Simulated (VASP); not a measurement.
Input of a VASP 6.6.1 run:

INCAR

```
PREC     = Accurate       # precision mode
ENCUT    = 520            # plane-wave cutoff, eV
EDIFF    = 1E-6           # SCF threshold, eV
ISMEAR   = -1             # smearing method
SIGMA    = 0.01           # smearing width, eV
LREAL    = False          # projectors in reciprocal space
LASPH    = True           # aspherical terms in the spheres
NELM     = 100            # most SCF steps
ALGO     = Normal         # electronic algorithm
ISIF     = 2              # what is computed and relaxed
LWAVE    = False          # write WAVECAR
LCHARG   = False          # write CHGCAR
GGA      = PS             # functional
NBANDS   = 26             # bands
```

KPOINTS

```
regular mesh
0
Gamma
  7 7 4
```

Contents of POSCAR:

```
CdS
1.0
    4.1347992034     -0.0206739960     -0.0206739960
   -2.0853038074      3.5911781477     -0.0075672077
   -0.0337450000     -0.0337450000      6.7490000000
Cd S
2 2
Direct
    0.3333333333      0.6666666667      0.0000000000
    0.6666666667      0.3333333333      0.5000000000
    0.3333333333      0.6666666667      0.3850000000
    0.6666666667      0.3333333333      0.8850000000
```

Potentials or basis: VASP PAW PBE potentials, release 64 (Cd, S).

Run with:

```bash
$ cat potpaw_PBE.64/Cd/POTCAR potpaw_PBE.64/S/POTCAR > POTCAR
$ mpirun -np 1 vasp_std > vasp.out
```

(1) Predict the pressure.

(2) What does it give for the largest force?

(3) What does it give for the band gap on the k mesh?

Results:

(1) -0.2 GPa.

(2) 0.285 eV/Å.

(3) 1.07 eV.

Caveat: the cell differs from its parent crystal (equal xy, yz and zx shear strains of -1 %); the PAW data sets were made with another functional, which shifts forces and pressure a little.
